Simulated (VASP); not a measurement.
# CuAu in VASP: notebook

The runs below take CuAu through relaxation of cell and atoms, single point, with PBE, PBEsol.

Program: VASP 6.6.1. These are calculated values, not measurements. Logs are shortened: lines on timing, memory, paths and dates and some standing lists are left out, and cuts for length are marked.

## (1) The cell of the first run

Symmetry: R-3m, No. 166, trigonal system. Conventional cell: a = 2.886 Å, b = 2.886 Å, c = 12.769 Å, α = 90.00°, β = 90.00°, γ = 120.00°. Au (site symmetry -3m) has 6 Cu at 2.70 Å and 6 Au at 2.89 Å within 3.6 Å. Cu (site symmetry -3m) has 6 Au at 2.70 Å and 6 Cu at 2.89 Å within 3.6 Å.

## (2) Relaxation of cell and atoms, PBE

Contents of INCAR:

```
ALGO = Normal ; EDIFF = 1E-7
EDIFFG = -0.01 ; ENCUT = 600
GGA = PE ; IBRION = 2
ISIF = 3 ; ISMEAR = -1
LASPH = T ; LCHARG = F
LREAL = F ; LWAVE = F
NELM = 80 ; NSW = 60
PREC = Accurate ; SIGMA = 0.05
```

Contents of KPOINTS:

```
k-points
0
Gamma
  11 11 11
```

Contents of POSCAR:

```
CuAu
1.0
    1.4430568479      0.8331492596      4.2561707609
   -1.4430568479      0.8331492596      4.2561707609
    0.0000000000     -1.6662985192      4.2561707609
Au Cu
1 1
Direct
    0.0000000000      0.0000000000      0.0000000000
    0.5000000000      0.5000000000      0.5000000000
```

Potentials or basis: VASP PAW PBE potentials, release 64 (Au, Cu).

On the command line:

```bash
$ cat potpaw_PBE.64/Au/POTCAR potpaw_PBE.64/Cu/POTCAR > POTCAR
$ mpirun -np 1 vasp_std > vasp.out
```

OUTCAR:

```text
EDIFF = 1E-7
   EDIFFG = -0.01
   ENCUT = 600
   GGA = PE
   IBRION = 2
   ISIF = 3
   ISMEAR = -1
   LASPH = T
   LREAL = F
   NELM = 80
   NSW = 60
   PREC = Accurate

 ion  position               nearest neighbor table
   1  0.000  0.000  0.000-   2 2.70   2 2.70   2 2.70   2 2.70   2 2.70   2 2.70
   2  0.500  0.500  0.500-   1 2.70   1 2.70   1 2.70   1 2.70   1 2.70   1 2.70

  LATTYP: Found a trigonal (rhomboedric) cell.
 ALAT       =     4.5707264522
 COS(alpha) =     0.8006453295

  Lattice vectors:

 A1 = (   1.4430568479,   0.8331492596,   4.2561707609)
 A2 = (  -1.4430568479,   0.8331492596,   4.2561707609)
 A3 = (   0.0000000000,  -1.6662985192,   4.2561707609)

Analysis of symmetry for initial positions (statically):
=====================================================================
 Subroutine PRICEL returns:
 Original cell was already a primitive cell.

 Routine SETGRP: Setting up the symmetry group for a
 trigonal (rhombohedral) supercell.

 Subroutine GETGRP returns: Found 12 space group operations
 (whereof 12 operations were pure point group operations)
 out of a pool of 12 trial point group operations.

The static configuration has the point symmetry D_3d.

Analysis of symmetry for dynamics (positions and initial velocities):
=====================================================================
 Subroutine PRICEL returns:
 Original cell was already a primitive cell.

 Routine SETGRP: Setting up the symmetry group for a
 trigonal (rhombohedral) supercell.

 Subroutine GETGRP returns: Found 12 space group operations
 (whereof 12 operations were pure point group operations)
 out of a pool of 12 trial point group operations.

The dynamic configuration has the point symmetry D_3d.

 Subroutine INISYM returns: Found 12 space group operations
 (whereof 12 operations are pure point group operations),
 and found     1 'primitive' translations

----------------------------------------------------------------------------------------

                                     Primitive cell

  volume of cell :      30.7027

  direct lattice vectors                    reciprocal lattice vectors
     1.443056848  0.833149260  4.256170761     0.346486696  0.200044187  0.078317660
    -1.443056848  0.833149260  4.256170761    -0.346486696  0.200044187  0.078317660
     0.000000000 -1.666298519  4.256170761     0.000000000 -0.400088375  0.078317660

  length of vectors
     4.570726452  4.570726452  4.570726452     0.407681694  0.407681694  0.407681694

  position of ions in fractional coordinates (direct lattice)
     0.000000000  0.000000000  0.000000000
     0.500000000  0.500000000  0.500000000
[... 97 lines left out ...]
     AMIX_MAG =   1.60;   BMIX_MAG =  1.00
  volume/ion in A,a.u.               =      15.35       103.60
  Fermi-wavevector in a.u.,A,eV,Ry     =   1.464952  2.768359 29.199270  2.146086
  Thomas-Fermi vector in A             =   2.580867
   LORBIT       =      0    0 simple, 1 ext, 2 COOP (PROOUT), +10 PAW based schemes
   GGA     = PE    functional components
   LHFCALC =     F    Hartree Fock is set to
   AEXX    =    0.0000 exact exchange contribution
   IVDW    =     0    specifies the selected vdW correction
   LEPSILON=     F    determine dielectric tensor
   LRPA    =     F    only Hartree local field effects (RPA)
 conjugate gradient relaxation of ions
 non-spin polarized calculation
  energy-cutoff  :      600.00
  volume of cell :       30.70
 maximum number of plane-waves:      1039
 NGX is ok and might be reduce to    40
   NGX = 19   NGY = 19   NGZ = 19

--------------------------------------- Ionic step        1  -------------------------------------------

 number of electron      21.9999997 magnetization

 Free energy of the ion-electron system (eV)
  ---------------------------------------------------
  ext. energy  EPLUGINS =         0.00000000
  ---------------------------------------------------
  free energy    TOTEN  =        -6.92167821 eV

  energy without entropy =       -6.91375230  energy(sigma->0) =       -6.91771526

------------------------ aborting loop because EDIFF is reached ----------------------------------------

  FORCE on cell =-STRESS in cart. coord.  units (eV):
  Direction    XX          YY          ZZ          XY          YZ          ZX
  --------------------------------------------------------------------------------------
  -------------------------------------------------------------------------------------
  Total       -0.1712432     -0.1712432      0.1919415     -0.0000000     -0.0000000      0.0000000
  in kB       -8.9360885     -8.9360885     10.0161999     -0.0000000     -0.0000000      0.0000000
  external PRESSURE =      -2.6186590 kB  Pullay stress =       0.0000000 kB
[... 203 lines left out ...]
--------------------------------------- Ionic step        7  -------------------------------------------

 number of electron      22.0000005 magnetization

 Free energy of the ion-electron system (eV)
  ---------------------------------------------------
  ext. energy  EPLUGINS =         0.00000000
  ---------------------------------------------------
  free energy    TOTEN  =        -6.92882203 eV

  energy without entropy =       -6.92449273  energy(sigma->0) =       -6.92665738

 E-fermi :   8.1312     XC(G=0): -12.3659

 val. band max:        8.1172488973   @ k =   0.3636   0.3636   0.0909
 cond. band min:       8.1442587439   @ k =  -0.3636  -0.4545   0.1818
 fundamental gap:      0.0270098466
 Fermi energy:         8.1312287032

 k-point     1 :       0.0000    0.0000    0.0000
  band No.  band energies     occupation
      1      -1.3815      2.00000
      2       1.5564      2.00000
      3       3.3223      2.00000
      4       3.3223      2.00000
      5       4.5000      2.00000
      6       4.5000      2.00000
      7       5.2795      2.00000
      8       5.8848      2.00000
      9       5.8848      2.00000
     10       6.4893      2.00000
     11       6.4893      2.00000
     12       7.6436      1.99988
     13      12.0728      0.00000
     14      22.9236      0.00000
[... 401 lines left out ...]
      2       2.5690      2.00000
      3       2.8767      2.00000
      4       2.8950      2.00000
      5       4.0609      2.00000
      6       5.2330      2.00000
      7       5.2924      2.00000
      8       5.6639      2.00000
      9       5.6750      2.00000
     10       6.3698      2.00000
     11       6.4642      2.00000
     12      12.5202      0.00000
     13      12.9669      0.00000
     14      16.5825      0.00000
     15      17.8677      0.00000

 [... further k-points ...]
[... 5 lines left out ...]
  --------------------------------------------------------------------------------------
  -------------------------------------------------------------------------------------
  Total       -0.0015093     -0.0015093     -0.0137272      0.0000000      0.0000000     -0.0000000
  in kB       -0.0790802     -0.0790802     -0.7192236      0.0000000      0.0000000     -0.0000000
  external PRESSURE =      -0.2924613 kB  Pullay stress =       0.0000000 kB
[... 17 lines left out ...]
  FREE ENERGIE OF THE ION-ELECTRON SYSTEM (eV)
  ---------------------------------------------------
  free  energy   TOTEN  =        -6.9288220274 eV

  energy  without entropy=       -6.9244927262  energy(sigma->0) =       -6.92665738

 reached required accuracy - stopping structural energy minimisation
```

OSZICAR:

```text
N       E                     dE             d eps       ncg     rms          rms(c)
DAV:   1     0.140279427020E+03    0.14028E+03   -0.12116E+04  4546   0.227E+03
DAV:   2    -0.209986822013E+01   -0.14238E+03   -0.13571E+03  4464   0.355E+02
DAV:   3    -0.782031237091E+01   -0.57204E+01   -0.56115E+01  5459   0.802E+01
[... 68 lines left out ...]
DAV:   4    -0.692894351337E+01    0.42954E-03   -0.11334E-03  6446   0.100E+00    0.136E-01
DAV:   5    -0.692882388421E+01    0.11963E-03   -0.33701E-04  6778   0.526E-01    0.131E-02
DAV:   6    -0.692882221306E+01    0.16712E-05   -0.41453E-05  6570   0.146E-01    0.113E-02
DAV:   7    -0.692882203669E+01    0.17637E-06   -0.11050E-06  6604   0.203E-02    0.257E-03
DAV:   8    -0.692882202737E+01    0.93210E-08   -0.25799E-07  3254   0.141E-02
   7 F= -.69288220E+01 E0= -.69266574E+01  d E =-.775310E-03
```

CONTCAR:

```text
CuAu
   1.00000000000000
     1.4210598546857487    0.8204492896459740    4.3713407462361591
    -1.4210598546857487    0.8204492896459740    4.3713407462361591
    -0.0000000000000000   -1.6408985792919482    4.3713407462361591
  Au              Cu
     1     1
Direct
     0.0000000000000000    0.0000000000000000    0.0000000000000000
     0.5000000000000000    0.5000000000000000    0.5000000000000000

  0.00000000E+00  0.00000000E+00  0.00000000E+00
  0.00000000E+00  0.00000000E+00  0.00000000E+00
```

Wall time 26 min (1 thread of Intel Xeon 8259CL, shared host); peak memory 0.33 GiB.

Results:

```
Free energy                           : -6.9288 eV
Relaxed volume                        : 15.29 Å³/atom
Relaxed cell                          : a = 4.669 Å, b = 4.669 Å, c = 4.669 Å, α = 35.44°, β = 35.44°, γ = 35.44°
Space group after relaxing (to 0.1 Å) : R-3m (No. 166)
Energy gained by relaxing             : 3.6 meV/atom
Ionic steps                           : 7
Pressure after relaxing               : 0.0 GPa
Band gap on the k mesh                : zero (bands 11 and 12 overlap by 4.28 eV)
```

The path:
| step | energy change (eV) | largest force (eV/Å) | pressure (GPa) | volume (Å³) |
| --- | --- | --- | --- | --- |
| 1 | 0.0000 | 0.0000 | -0.26 | 30.70 |
| 2 | -0.0022 | 0.0000 | 0.16 | 30.59 |
| 3 | -0.0053 | 0.0000 | 1.54 | 30.25 |
| 4 | -0.0060 | 0.0000 | 1.30 | 30.29 |
| 5 | -0.0064 | 0.0000 | 0.96 | 30.37 |
| 6 | -0.0068 | 0.0000 | 0.63 | 30.44 |
| 7 | -0.0071 | 0.0000 | -0.03 | 30.58 |

Final structure:
```
Au Cu
1.0
     1.42106    0.82045    4.37134
    -1.42106    0.82045    4.37134
     0.00000   -1.64090    4.37134
Au Cu
1 1
Direct
  0.00000 0.00000 0.00000
  0.50000 0.50000 0.50000
```

Caveat: spin-orbit coupling is left out, which moves the levels of the heavy elements.

## (3) Single point, PBEsol

This run uses another cell than the first one, of 16.27 Å³/atom.

Contents of INCAR:

```
SYSTEM = CuAu
PREC     = Accurate       ! precision mode
ENCUT    = 520            ! plane-wave cutoff, eV
EDIFF    = 1E-6           ! SCF threshold, eV
ISMEAR   = -1             ! smearing method
SIGMA    = 0.05           ! smearing width, eV
LREAL    = .FALSE.        ! projectors in reciprocal space
LASPH    = .TRUE.         ! aspherical terms in the spheres
NELM     = 80             ! most SCF steps
ALGO     = Normal         ! electronic algorithm
ISIF     = 2              ! what is computed and relaxed
LWAVE    = .FALSE.        ! write WAVECAR
LCHARG   = .FALSE.        ! write CHGCAR
GGA      = PS             ! functional
NBANDS   = 18             ! bands
```

Contents of KPOINTS:

```
regular mesh
0
G
  11 11 11
  0 0 0
```

Contents of POSCAR:

```
CuAu
1.0
    1.4713592656      0.8494896681      4.3396462822
   -1.4713592656      0.8494896681      4.3396462822
    0.0000000000     -1.6989793362      4.3396462822
Au Cu
1 1
Direct
    0.0000000000      0.0000000000      0.0000000000
    0.5000000000      0.5000000000      0.5000000000
```

Potentials or basis: VASP PAW PBE potentials, release 64 (Au, Cu).

On the command line:

```bash
$ cat potpaw_PBE.64/Au/POTCAR potpaw_PBE.64/Cu/POTCAR > POTCAR
$ mpirun -np 1 vasp_std > vasp.out
```

It took 2.3 min on 1 thread of Intel Xeon Platinum 8259CL at 2.50GHz (Skylake/Cascade Lake), shared host; peak memory 0.27 GiB.

The run converged. Its results:

| Item | Value |
| --- | --- |
| Free energy | -8.0257 eV |
| Pressure | -14.0 GPa |
| Band gap on the k mesh | zero (bands 11 and 12 overlap by 4.02 eV) |

Stress tensor (GPa, compression positive):
```
-14.17   0.00   0.00
  0.00 -14.17   0.00
  0.00   0.00 -13.65
```

Levels at points of the mesh, in eV from the Fermi level:
```
           k point  band 9  band 10  band 11  band 12  band 13  band 14
(0.00, 0.00, 0.00)   -2.04    -1.49    -1.49     0.07     4.24    14.51
```

Caveat: the cell stands under tension; the PAW data sets were made with another functional, which shifts forces and pressure a little; spin-orbit coupling is left out, which moves the levels of the heavy elements.

## (4) Single point, PBEsol (atoms moved at random)

Contents of INCAR:

```
  PREC = Accurate
  ENCUT = 520
  EDIFF = 1E-7
  ISMEAR = -1
  SIGMA = 0.05
  LREAL = False
  LASPH = True
  NELM = 100
  ALGO = Fast
  ISIF = 2
  LWAVE = False
  LCHARG = True
  GGA = PS
  LELF = True
  LVHAR = True
  NBANDS = 18
```

Contents of KPOINTS:

```
Automatic mesh
0
Gamma
  11 11 11
```

Contents of POSCAR:

```
CuAu
1.0
    1.4430568479      0.8331492596      4.2561707609
   -1.4430568479      0.8331492596      4.2561707609
    0.0000000000     -1.6662985192      4.2561707609
Au Cu
1 1
Direct
   -0.0017160000      0.0121310000     -0.0123220000
    0.5007360000      0.5014260000      0.4999300000
```

On the command line:

```bash
$ cat potpaw_PBE.64/Au/POTCAR potpaw_PBE.64/Cu/POTCAR > POTCAR
$ mpirun -np 1 vasp_std > vasp.out
```

Run time: 16 min. Hardware: 1 thread of Intel Xeon Platinum 8259CL at 2.50GHz (Skylake/Cascade Lake), shared host; peak memory 0.55 GiB.

It converged, with:

| Quantity | Value |
| --- | --- |
| Free energy | -8.1507 eV |
| Pressure | -7.9 GPa |
| Largest force | 0.126 eV/Å |
| Band gap on the k mesh | zero (bands 11 and 12 overlap by 4.15 eV) |

Forces in eV/Å, atoms in the order of the input:
```
Au   0.035 -0.050  0.110
Cu  -0.035  0.050 -0.110
```

Stress tensor (GPa, compression positive):
```
-8.50 -0.01  0.05
-0.01 -8.55 -0.02
 0.05 -0.02 -6.78
```

Levels at points of the mesh, in eV from the Fermi level:
| k point | band 9 | band 10 | band 11 | band 12 | band 13 | band 14 |
| --- | --- | --- | --- | --- | --- | --- |
| (0.00, 0.00, 0.00) | -2.18 | -1.56 | -1.56 | -0.12 | 4.56 | 14.53 |

Caveat: the cell differs from its parent crystal (atoms moved at random); the cell stands under tension; the PAW data sets were made with another functional, which shifts forces and pressure a little; spin-orbit coupling is left out, which moves the levels of the heavy elements.

## (5) The runs side by side

```csv
task,level,cell,cutoff (eV),gap on the mesh (eV),pressure (GPa)
relaxation of cell and atoms,PBE,"relaxed from a = 4.571 Å, angles 36.8°, 2 atoms, atomic positions A",600,none,0.0
single point,PBEsol,"a = 4.660 Å, angles 36.8°, 2 atoms, atomic positions A",520,none,-14.0
single point,PBEsol,"a = 4.571 Å, angles 36.8°, 2 atoms, atomic positions B",520,none,-7.9
```

Alike in all rows: potentials or basis VASP PAW PBE potentials, release 64 (Au, Cu); no spin polarisation; k mesh 11 × 11 × 11; smearing fermi-dirac 0.05 eV.

Caveats: spin-orbit coupling is left out, which moves the levels of the heavy elements; the cell stands under tension (at least some runs); the PAW data sets were made with another functional, which shifts forces and pressure a little (at least some runs).

Total energies depend on the potentials used, so only differences within one code and one set of settings carry meaning.

The gap in the log of VASP goes by the Fermi energy; the results here count the filled bands.